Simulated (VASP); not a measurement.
Wanted: the native input for a VASP 6.6.1 run.

```yaml
Task: single point
Functional: r2SCAN
Potentials_or_basis: VASP PAW PBE potentials, release 64 (Mg, O)
Cutoff: 520 eV
k_mesh: 11 × 11 × 11
Occupations: fermi-dirac, width 0.05 eV
Spin: no spin polarisation
Dipole_correction: no
Further_INCAR_settings: ALGO = Normal; EDIFF = 1e-06; NBANDS = 11
```

The system is MgO.

```
Mg O
1.0
     0.00000    2.08293    2.08293
     2.08293    0.00000    2.08293
     2.08293    2.08293    0.00000
Mg O
1 1
Direct
  0.00000 0.00000 0.00000
  0.50000 0.50000 0.50000
```

One way to write it, as run:

POSCAR

```
MgO
1.0
    0.0000000000      2.0829271338      2.0829271338
    2.0829271338      0.0000000000      2.0829271338
    2.0829271338      2.0829271338      0.0000000000
Mg O
1 1
Direct
    0.0000000000      0.0000000000      0.0000000000
    0.5000000000      0.5000000000      0.5000000000
```

INCAR.step1

```
SYSTEM = MgO
PREC = Accurate
ENCUT = 520
ISMEAR = -1
SIGMA = 0.05
LREAL = .False.
LASPH = .True.
NELM = 60
NBANDS = 11
GGA = PE
ALGO = Normal
EDIFF = 1E-4
LWAVE = .True.
LCHARG = .False.
```

INCAR.step2

```
SYSTEM = MgO
PREC = Accurate
ENCUT = 520
EDIFF = 1E-6
ISMEAR = -1
SIGMA = 0.05
LREAL = .False.
LASPH = .True.
NELM = 60
ALGO = Normal
ISIF = 2
LWAVE = .False.
LCHARG = .False.
METAGGA = R2SCAN
LMIXTAU = .True.
NBANDS = 11
ISTART = 1
```

KPOINTS

```
Automatic mesh
0
Gamma
  11 11 11
  0 0 0
```

Potentials or basis: VASP PAW PBE potentials, release 64 (Mg, O).

The run is started by

```sh
$ cat potpaw_PBE.64/Mg/POTCAR potpaw_PBE.64/O/POTCAR > POTCAR
$ cp INCAR.step1 INCAR
$ mpirun -np 1 vasp_std > vasp.out
$ cp INCAR.step2 INCAR
$ mpirun -np 1 vasp_std > vasp.out
```

It gave:

```json
{"Pressure": "3.7 GPa", "Band gap on the k mesh": "5.95 eV, direct"}
```

Caveat: the PAW data sets were made with another functional, which shifts forces and pressure a little.

It took 16 s on 1 thread of Intel(R) Xeon(R) 6975P-C (Granite Rapids), on a shared host, peak memory 0.14 GiB.
